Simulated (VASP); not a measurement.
# SiN2 in VASP: single point with PBE

Aim: the single point of SiN2 with PBE.

Program: VASP 6.6.1. These are calculated values, not measurements. Logs are shortened: lines on timing, memory, paths and dates and some standing lists are left out, and cuts for length are marked.

### 1 The cell of the first run

The typed cell holds 6 atoms: a = 5.883 Å, b = 5.883 Å, c = 5.883 Å, α = 133.75°, β = 133.75°, γ = 67.48°.

### 2 Single point, PBE

INCAR reads:

```
  PREC = Accurate
  ENCUT = 520
  EDIFF = 1E-6
  ISMEAR = 0
  SIGMA = 0.1
  LREAL = F
  LASPH = T
  NELM = 100
  ALGO = Normal
  ISIF = 2
  LWAVE = F
  LCHARG = F
  GGA = PE
  NBANDS = 23
```

KPOINTS reads:

```
Automatic mesh
0
Gamma
  10 10 10
```

POSCAR reads:

```
SiN2
1.0
   -2.3105673506      2.3105673506      4.8925362730
    2.3105673506     -2.3105673506      4.8925362730
    2.3105673506      2.3105673506     -4.8925362730
Si N
2 4
Direct
    0.0000000000      0.0000000000      0.0000000000
    0.7500000000      0.2500000000      0.5000000000
    0.3750000000      0.1250252586      0.2500252586
    0.8750252586      0.6250000000      0.7500252586
    0.8749747414      0.1250000000      0.2499747414
    0.8750000000      0.1249747414      0.7499747414
```

Potentials or basis: VASP PAW PBE potentials, release 64 (Si, N).

On the command line:

```console
> cat potpaw_PBE.64/Si/POTCAR potpaw_PBE.64/N/POTCAR > POTCAR
> mpirun -np 1 vasp_std > vasp.out
```

OUTCAR:

```text
PREC = Accurate
   ENCUT = 520
   EDIFF = 1E-6
   ISMEAR = 0
   LREAL = F
   LASPH = T
   NELM = 100
   ISIF = 2
   GGA = PE

 ion  position               nearest neighbor table
   1  0.000  0.000  0.000-   6 1.68   4 1.68   5 1.68   3 1.68
   2  0.750  0.250  0.500-   5 1.68   4 1.68   3 1.68   6 1.68
   3  0.375  0.125  0.250-   1 1.68   2 1.68
   4  0.875  0.625  0.750-   1 1.68   2 1.68
   5  0.875  0.125  0.250-   2 1.68   1 1.68
   6  0.875  0.125  0.750-   1 1.68   2 1.68

  LATTYP: Found a body centered tetragonal cell.
 ALAT       =     4.6211347012
 C/A-ratio  =     2.1174610088

  Lattice vectors:

 A1 = (  -2.3105673506,   2.3105673506,   4.8925362730)
 A2 = (   2.3105673506,  -2.3105673506,   4.8925362730)
 A3 = (   2.3105673506,   2.3105673506,  -4.8925362730)

Analysis of symmetry for initial positions (statically):
=====================================================================
 Subroutine PRICEL returns:
 Original cell was already a primitive cell.

 Routine SETGRP: Setting up the symmetry group for a
 body centered tetragonal supercell.

 Subroutine GETGRP returns: Found  8 space group operations
 (whereof  4 operations were pure point group operations)
 out of a pool of 16 trial point group operations.

The static configuration has the point symmetry S_4 .
 The point group associated with its full space group is D_2d.

Analysis of symmetry for dynamics (positions and initial velocities):
=====================================================================
 Subroutine PRICEL returns:
 Original cell was already a primitive cell.

 Routine SETGRP: Setting up the symmetry group for a
 body centered tetragonal supercell.

 Subroutine GETGRP returns: Found  8 space group operations
 (whereof  4 operations were pure point group operations)
 out of a pool of 16 trial point group operations.

The dynamic configuration has the point symmetry S_4 .
 The point group associated with its full space group is D_2d.

 Subroutine INISYM returns: Found  8 space group operations
 (whereof  4 operations are pure point group operations),
 and found     1 'primitive' translations

----------------------------------------------------------------------------------------

                                     Primitive cell

  volume of cell :     104.4796

  direct lattice vectors                    reciprocal lattice vectors
    -2.310567351  2.310567351  4.892536273     0.000000000  0.216397068  0.102196483
     2.310567351 -2.310567351  4.892536273     0.216397068  0.000000000  0.102196483
     2.310567351  2.310567351 -4.892536273     0.216397068  0.216397068  0.000000000

  length of vectors
     5.883396480  5.883396480  5.883396480     0.239315299  0.239315299  0.306031668

  position of ions in fractional coordinates (direct lattice)
     0.000000000  0.000000000  0.000000000
     0.750000000  0.250000000  0.500000000
     0.375000000  0.125025259  0.250025259
     0.875025259  0.625000000  0.750025259
     0.874974741  0.125000000  0.249974741
     0.875000000  0.124974741  0.749974741

  ion indices of the primitive-cell ions
   primitive index   ion index
                 1           1
                 2           2
                 3           3
                 4           4
                 5           5
                 6           6

----------------------------------------------------------------------------------------

 KPOINTS: Automatic mesh

Automatic generation of k-mesh.
 Grid dimensions read from file:
 generate k-points for:   10   10   10

 Generating k-lattice:

  Cartesian coordinates                     Fractional coordinates (reciprocal lattice)
     0.000000000  0.021639707  0.010219648     0.100000000 -0.000000000  0.000000000
     0.021639707  0.000000000  0.010219648    -0.000000000  0.100000000  0.000000000
     0.021639707  0.021639707  0.000000000     0.000000000  0.000000000  0.100000000

  Length of vectors
     0.023931530  0.023931530  0.030603167

  Shift w.r.t. Gamma in fractional coordinates (k-lattice)
     0.000000000  0.000000000  0.000000000

 Subroutine IBZKPT returns following result:
 ===========================================

 Found    102 irreducible k-points:

 Following reciprocal coordinates:
            Coordinates               Weight
  0.000000  0.000000  0.000000      1.000000
  0.100000  0.000000 -0.000000      8.000000
  0.200000  0.000000 -0.000000      8.000000
  0.300000 -0.000000  0.000000      8.000000
  0.400000  0.000000  0.000000      8.000000
  0.500000 -0.000000  0.000000      4.000000
[... 16 lines left out ...]
  0.300000  0.300000  0.000000      8.000000
  0.400000  0.300000  0.000000     16.000000
 [... further k-points ...]
   k-points           NKPTS =    102   k-points in BZ     NKDIM =    102   number of bands    NBANDS=     23
   number of dos      NEDOS =    301   number of ions     NIONS =      6
   total plane-waves  NPLWV = 110592
   dimension x,y,z NGX =    48 NGY =   48 NGZ =   48
   dimension x,y,z NGXF=    96 NGYF=   96 NGZF=   96
   ions per type =               2   4
   NGX,Y,Z   is equivalent  to a cutoff of  13.56, 13.56, 13.56 a.u.
   NGXF,Y,Z  is equivalent  to a cutoff of  27.13, 27.13, 27.13 a.u.
 SYSTEM =  unknown system
   PREC   = accura    normal or accurate (medium, high low for compatibility)
   ISTART =      0    job   : 0-new  1-cont  2-samecut
   ICHARG =      2    charge: 1-file 2-atom 10-const
   ISPIN  =      1    spin polarized calculation?
   LNONCOLLINEAR =      F non collinear calculations
   LSORBIT =      F    spin-orbit coupling
   LASPH  =      T    aspherical Exc in radial PAW
   ENCUT  =  520.0 eV  38.22 Ry    6.18 a.u.  10.94 10.94 10.94*2*pi/ulx,y,z
   NELM   =    100;   NELMIN=  2; NELMDL= -5     # of ELM steps
   EDIFF  = 0.1E-05   stopping-criterion for ELM
   LREAL  =      F    real-space projection
   EDIFFG = 0.1E-04   stopping-criterion for IOM
   NSW    =      0    number of steps for IOM
   IBRION =     -1    ionic relax: 0-MD 1-quasi-New 2-CG
   NFREE  =      0    steps in history (QN), initial steepest desc. (CG)
   ISIF   =      2    stress and relaxation
   ISYM   =      2    0-nonsym 1-usesym 2-fastsym
   POTIM  = 0.5000    time-step for ionic-motion
   TEBEG  =    0.0;   TEEND  =   0.0 temperature during run
   PSTRESS=    0.0 pullay stress
   NELECT =      28.0000    total number of electrons
   NUPDOWN=      -1.0000    fix difference up-down
   EMIN   =  10.00;   EMAX   =-10.00  energy-range for DOS
   EFERMI =   0.00;   METHOD = LEGACY
   ISMEAR =     0;   SIGMA  =   0.10  broadening in eV -4-tet -1-fermi 0-gaus
   EFERMI_NEDOS =   21; number of points for ismear=-14 and -15
   IALGO  =     38    algorithm
   IMIX   =      4    mixing-type and parameters
     AMIX     =   0.40;   BMIX     =  1.00
     AMIX_MAG =   1.60;   BMIX_MAG =  1.00
  volume/ion in A,a.u.               =      17.41       117.51
  Fermi-wavevector in a.u.,A,eV,Ry     =   1.055481  1.994570 15.157435  1.114040
  Thomas-Fermi vector in A             =   2.190681
   LORBIT       =      0    0 simple, 1 ext, 2 COOP (PROOUT), +10 PAW based schemes
   GGA     = PE    functional components
   LHFCALC =     F    Hartree Fock is set to
   AEXX    =    0.0000 exact exchange contribution
   IVDW    =     0    specifies the selected vdW correction
   LEPSILON=     F    determine dielectric tensor
   LRPA    =     F    only Hartree local field effects (RPA)
 non-spin polarized calculation
 Gauss-broadening in eV      SIGMA  =   0.10
  energy-cutoff  :      520.00
  volume of cell :      104.48
 maximum number of plane-waves:      2833
 NGX is ok and might be reduce to    48
   NGX = 21   NGY = 21   NGZ = 21

 number of electron      28.0000001 magnetization

 Free energy of the ion-electron system (eV)
  ---------------------------------------------------
  ext. energy  EPLUGINS =         0.00000000
  ---------------------------------------------------
  free energy    TOTEN  =       -42.19064145 eV

  energy without entropy =      -42.15904781  energy(sigma->0) =      -42.17484463

 E-fermi :   0.2933     XC(G=0):  -7.7566

 val. band max:        0.2921699454   @ k =   0.3000   0.2000   0.1000
 cond. band min:       0.2933629590   @ k =  -0.4000   0.4000   0.2000
 fundamental gap:      0.0011930136
 Fermi energy:         0.2932629881

 k-point     1 :       0.0000    0.0000    0.0000
  band No.  band energies     occupation
      1     -16.2571      2.00000
      2     -14.3854      2.00000
      3     -12.3015      2.00000
      4     -12.3015      2.00000
      5      -9.7298      2.00000
      6      -6.3340      2.00000
[... 15 lines left out ...]
     22      12.0519      0.00000
     23      12.1501      0.00000

 k-point     2 :       0.1000    0.0000   -0.0000
  band No.  band energies     occupation
      1     -16.2210      2.00000
      2     -14.3878      2.00000
      3     -12.4772      2.00000
      4     -12.3017      2.00000
      5      -9.5541      2.00000
      6      -6.2752      2.00000
[... 15 lines left out ...]
     22      11.3760      0.00000
     23      12.0217      0.00000

 k-point     3 :       0.2000    0.0000   -0.0000
  band No.  band energies     occupation
      1     -16.1185      2.00000
      2     -14.3932      2.00000
      3     -12.8778      2.00000
      4     -12.3021      2.00000
      5      -9.1590      2.00000
      6      -6.1108      2.00000
[... 15 lines left out ...]
     22      10.5649      0.00000
     23      11.7724      0.00000
[... 495 lines left out ...]
 k-point    23 :       0.3000    0.3000    0.0000
  band No.  band energies     occupation
      1     -15.5379      2.00000
      2     -14.7098      2.00000
      3     -13.3323      2.00000
      4     -13.0065      2.00000
      5      -7.5315      2.00000
      6      -6.0676      2.00000
[... 15 lines left out ...]
     22       9.9736      0.00000
     23      10.6596      0.00000

 k-point    24 :       0.4000    0.3000    0.0000
  band No.  band energies     occupation
      1     -15.3748      2.00000
      2     -14.7273      2.00000
      3     -13.5441      2.00000
      4     -13.0990      2.00000
      5      -7.2141      2.00000
      6      -6.0506      2.00000
[... 15 lines left out ...]
     22      10.1702      0.00000
     23      10.5602      0.00000

 [... further k-points ...]

------------------------ aborting loop because EDIFF is reached ----------------------------------------

  FORCE on cell =-STRESS in cart. coord.  units (eV):
  Direction    XX          YY          ZZ          XY          YZ          ZX
  --------------------------------------------------------------------------------------
  -------------------------------------------------------------------------------------
  Total       -0.1300058     -0.1300058     -0.2854490      0.0000000      0.0000000      0.0000000
  in kB       -1.9936188     -1.9936188     -4.3773147      0.0000000      0.0000000      0.0000000
  external PRESSURE =      -2.7881841 kB  Pullay stress =       0.0000000 kB

 VOLUME and BASIS-vectors are now :
 -----------------------------------------------------------------------------
  energy-cutoff  :      520.00
  volume of cell :      104.48
      direct lattice vectors                 reciprocal lattice vectors
    -2.310567351  2.310567351  4.892536273     0.000000000  0.216397068  0.102196483
     2.310567351 -2.310567351  4.892536273     0.216397068  0.000000000  0.102196483
     2.310567351  2.310567351 -4.892536273     0.216397068  0.216397068  0.000000000

 POSITION                                       TOTAL-FORCE (eV/Angst)
 -----------------------------------------------------------------------------------
      0.00000      0.00000      0.00000        -0.000000     -0.000000      0.000000
     -0.00000      2.31057      2.44627         0.000000     -0.000000     -0.000000
      0.00012      1.15528      1.22313        -0.000007      0.000000     -0.000000
      1.15528      2.31068      3.66940         0.000000     -0.000007     -0.000000
     -1.15528      2.31045      3.66940         0.000000      0.000007      0.000000
     -0.00012      3.46585      1.22313         0.000007      0.000000      0.000000
 -----------------------------------------------------------------------------------
    total drift:                               -0.000000     -0.000000     -0.000000

  FREE ENERGIE OF THE ION-ELECTRON SYSTEM (eV)
  ---------------------------------------------------
  free  energy   TOTEN  =       -42.1906414497 eV

  energy  without entropy=      -42.1590478125  energy(sigma->0) =      -42.17484463
```

It took 9.2 min on 1 thread of Oxide Virtual Turin-like, shared host; peak memory 0.39 GiB.

Results:

```
Free energy            : -42.1906 eV
Pressure               : -0.3 GPa
Band gap on the k mesh : zero (band 14 reaches 1.05 eV, above the bottom of band 15 at -0.34 eV)
```
